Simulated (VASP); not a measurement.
# TeW (F-43m) in VASP: notebook

The runs below take TeW through single point, with PBE, r2SCAN.

All numbers are computed with VASP 6.6.1; they aren't measurements. Logs are shortened: lines on timing, memory, paths and dates and some standing lists are left out, and cuts for length are marked.

### Step 1. The cell of the first run

Symmetry: F-43m, No. 216, cubic system. The conventional cell has a = 6.124 Å, b = 6.124 Å, c = 6.124 Å, α = 90.00°, β = 90.00°, γ = 90.00°. Within 3.5 Å of W (site symmetry -43m) lie 4 Te at 2.65 Å. Within 3.5 Å of Te (site symmetry -43m) lie 4 W at 2.65 Å.

### Step 2. Single point, PBE, collinear spin, ferromagnetic start

INCAR

```
ALGO     = Normal         # electronic algorithm
EDIFF    = 1E-6           # SCF threshold, eV
ENCUT    = 520            # plane-wave cutoff, eV
GGA      = PE             # functional
ISIF     = 2              # what is computed and relaxed
ISMEAR   = 0              # smearing method
ISPIN    = 2              # spin polarisation
LASPH    = True           # aspherical terms in the spheres
LCHARG   = False          # write CHGCAR
LMAXMIX  = 4              # l up to which the mixer works
LORBIT   = 11             # projections on sites
LREAL    = False          # projectors in reciprocal space
LWAVE    = False          # write WAVECAR
MAGMOM   = 2.5 0          # initial moments
NBANDS   = 21             # bands
NELM     = 150            # most SCF steps
PREC     = Accurate       # precision mode
SIGMA    = 0.1            # smearing width, eV
```

KPOINTS

```
k-points
0
Gamma
  12 12 12
```

POSCAR

```
TeW
1.0
    0.0000000000      3.0618296945      3.0618296945
    3.0618296945      0.0000000000      3.0618296945
    3.0618296945      3.0618296945      0.0000000000
W Te
1 1
Direct
    0.0000000000      0.0000000000      0.0000000000
    0.2500000000      0.2500000000      0.2500000000
```

Potentials or basis: VASP PAW PBE potentials, release 64 (W_sv, Te).

Started as:

```
$ cat potpaw_PBE.64/W_sv/POTCAR potpaw_PBE.64/Te/POTCAR > POTCAR
$ mpirun -np 1 vasp_std > vasp.out
```

OUTCAR:

```text
EDIFF = 1E-6
   ENCUT = 520
   GGA = PE
   ISIF = 2
   ISMEAR = 0
   ISPIN = 2
   LASPH = True
   LORBIT = 11
   LREAL = False
   NELM = 150
   PREC = Accurate

 ion  position               nearest neighbor table
   1  0.000  0.000  0.000-   2 2.65   2 2.65   2 2.65   2 2.65
   2  0.250  0.250  0.250-   1 2.65   1 2.65   1 2.65   1 2.65

  LATTYP: Found a face centered cubic cell.
 ALAT       =     6.1236593890

  Lattice vectors:

 A1 = (   0.0000000000,   3.0618296945,   3.0618296945)
 A2 = (   3.0618296945,   0.0000000000,   3.0618296945)
 A3 = (   3.0618296945,   3.0618296945,   0.0000000000)

Analysis of symmetry for initial positions (statically):
=====================================================================
 Subroutine PRICEL returns:
 Original cell was already a primitive cell.

 Routine SETGRP: Setting up the symmetry group for a
 face centered cubic supercell.

 Subroutine GETGRP returns: Found 24 space group operations
 (whereof 24 operations were pure point group operations)
 out of a pool of 48 trial point group operations.

The static configuration has the point symmetry T_d .

Analysis of symmetry for dynamics (positions and initial velocities):
=====================================================================
 Subroutine PRICEL returns:
 Original cell was already a primitive cell.

 Routine SETGRP: Setting up the symmetry group for a
 face centered cubic supercell.

 Subroutine GETGRP returns: Found 24 space group operations
 (whereof 24 operations were pure point group operations)
 out of a pool of 48 trial point group operations.

The dynamic configuration has the point symmetry T_d .

Analysis of structural, dynamic, and magnetic symmetry:
=====================================================================
 Subroutine PRICEL returns:
 Original cell was already a primitive cell.

 Routine SETGRP: Setting up the symmetry group for a
 face centered cubic supercell.

 Subroutine GETGRP returns: Found 24 space group operations
 (whereof 24 operations were pure point group operations)
 out of a pool of 48 trial point group operations.

The overall configuration has the point symmetry T_d .

 Subroutine INISYM returns: Found 24 space group operations
 (whereof 24 operations are pure point group operations),
 and found     1 'primitive' translations

----------------------------------------------------------------------------------------

                                     Primitive cell

  volume of cell :      57.4081

  direct lattice vectors                    reciprocal lattice vectors
     0.000000000  3.061829695  3.061829695    -0.163301049  0.163301049  0.163301049
     3.061829695  0.000000000  3.061829695     0.163301049 -0.163301049  0.163301049
     3.061829695  3.061829695  0.000000000     0.163301049  0.163301049 -0.163301049

  length of vectors
     4.330081080  4.330081080  4.330081080     0.282845713  0.282845713  0.282845713

  position of ions in fractional coordinates (direct lattice)
     0.000000000  0.000000000  0.000000000
     0.250000000  0.250000000  0.250000000

  ion indices of the primitive-cell ions
   primitive index   ion index
                 1           1
                 2           2

----------------------------------------------------------------------------------------

 KPOINTS: k-points

Automatic generation of k-mesh.
 Grid dimensions read from file:
 generate k-points for:   12   12   12

 Generating k-lattice:

  Cartesian coordinates                     Fractional coordinates (reciprocal lattice)
    -0.013608421  0.013608421  0.013608421     0.083333333  0.000000000  0.000000000
     0.013608421 -0.013608421  0.013608421     0.000000000  0.083333333  0.000000000
     0.013608421  0.013608421 -0.013608421     0.000000000  0.000000000  0.083333333

  Length of vectors
     0.023570476  0.023570476  0.023570476

  Shift w.r.t. Gamma in fractional coordinates (k-lattice)
     0.000000000  0.000000000  0.000000000

 Subroutine IBZKPT returns following result:
 ===========================================

 Found     72 irreducible k-points:

 Following reciprocal coordinates:
            Coordinates               Weight
  0.000000  0.000000  0.000000      1.000000
  0.083333  0.000000  0.000000      8.000000
  0.166667  0.000000  0.000000      8.000000
  0.250000  0.000000  0.000000      8.000000
  0.333333  0.000000  0.000000      8.000000
  0.416667  0.000000  0.000000      8.000000
[... 16 lines left out ...]
  0.500000  0.166667  0.000000     24.000000
 -0.416667  0.166667  0.000000     24.000000
 [... further k-points ...]
   k-points           NKPTS =     72   k-points in BZ     NKDIM =     72   number of bands    NBANDS=     21
   number of dos      NEDOS =    301   number of ions     NIONS =      2
   total plane-waves  NPLWV =  32768
   dimension x,y,z NGX =    32 NGY =   32 NGZ =   32
   dimension x,y,z NGXF=    64 NGYF=   64 NGZF=   64
   ions per type =               1   1
   NGX,Y,Z   is equivalent  to a cutoff of  12.29, 12.29, 12.29 a.u.
   NGXF,Y,Z  is equivalent  to a cutoff of  24.57, 24.57, 24.57 a.u.
 SYSTEM =  unknown system
   PREC   = accura    normal or accurate (medium, high low for compatibility)
   ISTART =      0    job   : 0-new  1-cont  2-samecut
   ICHARG =      2    charge: 1-file 2-atom 10-const
   ISPIN  =      2    spin polarized calculation?
   LNONCOLLINEAR =      F non collinear calculations
   LSORBIT =      F    spin-orbit coupling
   LASPH  =      T    aspherical Exc in radial PAW
   ENCUT  =  520.0 eV  38.22 Ry    6.18 a.u.   8.05  8.05  8.05*2*pi/ulx,y,z
   NELM   =    150;   NELMIN=  2; NELMDL= -5     # of ELM steps
   EDIFF  = 0.1E-05   stopping-criterion for ELM
   LREAL  =      F    real-space projection
   EDIFFG = 0.1E-04   stopping-criterion for IOM
   NSW    =      0    number of steps for IOM
   IBRION =     -1    ionic relax: 0-MD 1-quasi-New 2-CG
   NFREE  =      0    steps in history (QN), initial steepest desc. (CG)
   ISIF   =      2    stress and relaxation
   ISYM   =      2    0-nonsym 1-usesym 2-fastsym
   POTIM  = 0.5000    time-step for ionic-motion
   TEBEG  =    0.0;   TEEND  =   0.0 temperature during run
   PSTRESS=    0.0 pullay stress
   NELECT =      20.0000    total number of electrons
   NUPDOWN=      -1.0000    fix difference up-down
   EMIN   =  10.00;   EMAX   =-10.00  energy-range for DOS
   EFERMI =   0.00;   METHOD = LEGACY
   ISMEAR =     0;   SIGMA  =   0.10  broadening in eV -4-tet -1-fermi 0-gaus
   EFERMI_NEDOS =   21; number of points for ismear=-14 and -15
   IALGO  =     38    algorithm
   IMIX   =      4    mixing-type and parameters
     AMIX     =   0.40;   BMIX     =  1.00
     AMIX_MAG =   1.60;   BMIX_MAG =  1.00
  volume/ion in A,a.u.               =      28.70       193.70
  Fermi-wavevector in a.u.,A,eV,Ry     =   1.151933  2.176837 18.054239  1.326949
  Thomas-Fermi vector in A             =   2.288587
   LORBIT       =     11    0 simple, 1 ext, 2 COOP (PROOUT), +10 PAW based schemes
   GGA     = PE    functional components
   LHFCALC =     F    Hartree Fock is set to
   AEXX    =    0.0000 exact exchange contribution
   IVDW    =     0    specifies the selected vdW correction
   LEPSILON=     F    determine dielectric tensor
   LRPA    =     F    only Hartree local field effects (RPA)
 spin polarized calculation
 Gauss-broadening in eV      SIGMA  =   0.10
  energy-cutoff  :      520.00
  volume of cell :       57.41
 maximum number of plane-waves:      1572
   NGX = 17   NGY = 17   NGZ = 17

 number of electron      20.0000001 magnetization       1.3953172

 Free energy of the ion-electron system (eV)
  ---------------------------------------------------
  ext. energy  EPLUGINS =         0.00000000
  ---------------------------------------------------
  free energy    TOTEN  =       -13.21704368 eV

  energy without entropy =      -13.20409547  energy(sigma->0) =      -13.21056957

 E-fermi :   6.3231     XC(G=0):  -9.8364

 val. band max:        6.3161900772   @ k =  -0.3333   0.3333   0.0833
 cond. band min:       6.3233087536   @ k =  -0.0833   0.0833   0.0000
 fundamental gap:      0.0071186765
 Fermi energy:         6.3230775711

 spin component 1

 k-point     1 :       0.0000    0.0000    0.0000
  band No.  band energies     occupation
      1     -67.8419      1.00000
      2     -32.1844      1.00000
      3     -32.1844      1.00000
      4     -32.1844      1.00000
      5      -6.6620      1.00000
      6       2.0805      1.00000
[... 13 lines left out ...]
     20      17.0023      0.00000
     21      17.0023      0.00000

 k-point     2 :       0.0833    0.0000    0.0000
  band No.  band energies     occupation
      1     -67.8420      1.00000
      2     -32.1856      1.00000
      3     -32.1846      1.00000
      4     -32.1846      1.00000
      5      -6.6119      1.00000
      6       1.9543      1.00000
[... 520 lines left out ...]
 k-point    24 :      -0.4167    0.1667    0.0000
  band No.  band energies     occupation
      1     -67.8416      1.00000
      2     -32.2019      1.00000
      3     -32.1901      1.00000
      4     -32.1880      1.00000
      5      -5.7242      1.00000
      6       0.8659      1.00000
[... 13 lines left out ...]
     20      17.3414      0.00000
     21      19.9796      0.00000

 [... further k-points ...]

 spin component 2

 k-point     1 :       0.0000    0.0000    0.0000
  band No.  band energies     occupation
      1     -67.3567      1.00000
      2     -31.5260      1.00000
      3     -31.5260      1.00000
      4     -31.5260      1.00000
      5      -6.5742      1.00000
      6       2.3435      1.00000
[... 13 lines left out ...]
     20      17.1965      0.00000
     21      17.1965      0.00000

 k-point     2 :       0.0833    0.0000    0.0000
  band No.  band energies     occupation
      1     -67.3567      1.00000
      2     -31.5273      1.00000
      3     -31.5262      1.00000
      4     -31.5262      1.00000
      5      -6.5264      1.00000
      6       2.2141      1.00000
[... 520 lines left out ...]
 k-point    24 :      -0.4167    0.1667    0.0000
  band No.  band energies     occupation
      1     -67.3564      1.00000
      2     -31.5440      1.00000
      3     -31.5319      1.00000
      4     -31.5297      1.00000
      5      -5.6883      1.00000
      6       1.1223      1.00000
[... 13 lines left out ...]
     20      17.6534      0.00000
     21      20.1830      0.00000

 [... further k-points ...]
[... 5 lines left out ...]
  --------------------------------------------------------------------------------------
  -------------------------------------------------------------------------------------
  Total       -0.0028874     -0.0028874     -0.0028874      0.0000000     -0.0000000     -0.0000000
  in kB       -0.0805827     -0.0805827     -0.0805827      0.0000000     -0.0000000     -0.0000000
  external PRESSURE =      -0.0805827 kB  Pullay stress =       0.0000000 kB

 VOLUME and BASIS-vectors are now :
 -----------------------------------------------------------------------------
  energy-cutoff  :      520.00
  volume of cell :       57.41
      direct lattice vectors                 reciprocal lattice vectors
     0.000000000  3.061829695  3.061829695    -0.163301049  0.163301049  0.163301049
     3.061829695  0.000000000  3.061829695     0.163301049 -0.163301049  0.163301049
     3.061829695  3.061829695  0.000000000     0.163301049  0.163301049 -0.163301049

 POSITION                                       TOTAL-FORCE (eV/Angst)
 -----------------------------------------------------------------------------------
      0.00000      0.00000      0.00000         0.000000      0.000000      0.000000
      1.53091      1.53091      1.53091        -0.000000     -0.000000     -0.000000
 -----------------------------------------------------------------------------------
    total drift:                               -0.000000     -0.000000     -0.000000

  FREE ENERGIE OF THE ION-ELECTRON SYSTEM (eV)
  ---------------------------------------------------
  free  energy   TOTEN  =       -13.2170436779 eV

  energy  without entropy=      -13.2040954713  energy(sigma->0) =      -13.21056957

 total charge

# of ion       s       p       d       tot
------------------------------------------
    1        2.329   6.130   3.497  11.956
    2        1.321   2.053   0.135   3.510
--------------------------------------------------
tot          3.650   8.184   3.632  15.466

 magnetization (x)

# of ion       s       p       d       tot
------------------------------------------
    1        0.039   0.014   1.047   1.100
    2       -0.008  -0.050   0.025  -0.032
--------------------------------------------------
tot          0.030  -0.035   1.073   1.068
```

Wall time 2 min (1 thread of Intel Xeon Platinum 8259CL at 2.50GHz (Skylake/Cascade Lake), shared host); peak memory 0.29 GiB.

Results:

- Free energy: -13.2170 eV
- Pressure: 0.0 GPa
- Net moment: 1.40 μB per cell
- Site moments: W +1.10; Te -0.03 μB
- Valence electrons inside the program's atomic spheres: W 11.96; Te 3.51

Caveat: spin-orbit coupling is left out, which moves the levels of the heavy elements.

### Step 3. Single point, PBE, collinear spin, ferromagnetic start

INCAR

```
PREC = Accurate
ENCUT = 520
EDIFF = 1E-7
ISMEAR = 0
SIGMA = 0.1
LREAL = False
LASPH = True
NELM = 150
ALGO = Normal
ISIF = 2
LWAVE = False
LCHARG = False
ISPIN = 2
MAGMOM = 0.5 0
LORBIT = 11
LMAXMIX = 4
GGA = PE
NBANDS = 21
```

KPOINTS

```
regular mesh
0
Gamma
  12 12 12
```

POSCAR is that of step 2.

Potentials or basis: VASP PAW PBE potentials, release 64 (W_sv, Te).

Started as:

```
$ cat potpaw_PBE.64/W_sv/POTCAR potpaw_PBE.64/Te/POTCAR > POTCAR
$ mpirun -np 1 vasp_std > vasp.out
```

Run time: 2.3 min. Hardware: 1 thread of Intel Xeon Platinum 8259CL at 2.50GHz (Skylake/Cascade Lake), shared host; peak memory 0.3 GiB.

It converged, with:

```
Free energy                                           : -13.2170 eV
Pressure                                              : 0.0 GPa
Net moment                                            : 1.40 μB per cell
Site moments                                          : W +1.10; Te -0.03 μB
Valence electrons inside the program's atomic spheres : W 11.96; Te 3.51
```

Levels at points of the mesh, in eV from the Fermi level:
Spin up:
| k point | band 7 | band 8 | band 9 | band 10 | band 11 | band 12 | band 13 | band 14 | band 15 | band 16 |
| --- | --- | --- | --- | --- | --- | --- | --- | --- | --- | --- |
| (0.00, 0.00, 0.00) | -4.24 | -4.24 | -0.95 | -0.95 | 1.21 | 4.25 | 4.25 | 4.25 | 5.55 | 5.55 |
| (0.50, 0.00, 0.00) | -3.97 | -3.97 | -0.68 | -0.68 | -0.58 | 1.90 | 1.90 | 2.97 | 7.40 | 7.40 |
| (0.50, 0.50, 0.00) | -3.42 | -3.42 | -1.50 | -1.08 | -0.44 | 0.34 | 0.34 | 5.35 | 5.57 | 9.53 |
Spin down:
| k point | band 6 | band 7 | band 8 | band 9 | band 10 | band 11 | band 12 | band 13 |
| --- | --- | --- | --- | --- | --- | --- | --- | --- |
| (0.00, 0.00, 0.00) | -3.98 | -3.98 | -3.98 | 0.15 | 0.15 | 1.50 | 4.54 | 4.54 |
| (0.50, 0.00, 0.00) | -5.38 | -3.67 | -3.67 | -0.04 | 0.34 | 0.34 | 2.30 | 2.30 |
| (0.50, 0.50, 0.00) | -5.67 | -3.25 | -3.25 | -1.11 | -0.16 | 0.76 | 0.86 | 0.86 |

Caveat: spin-orbit coupling is left out, which moves the levels of the heavy elements.

[end of part 1 of 2]
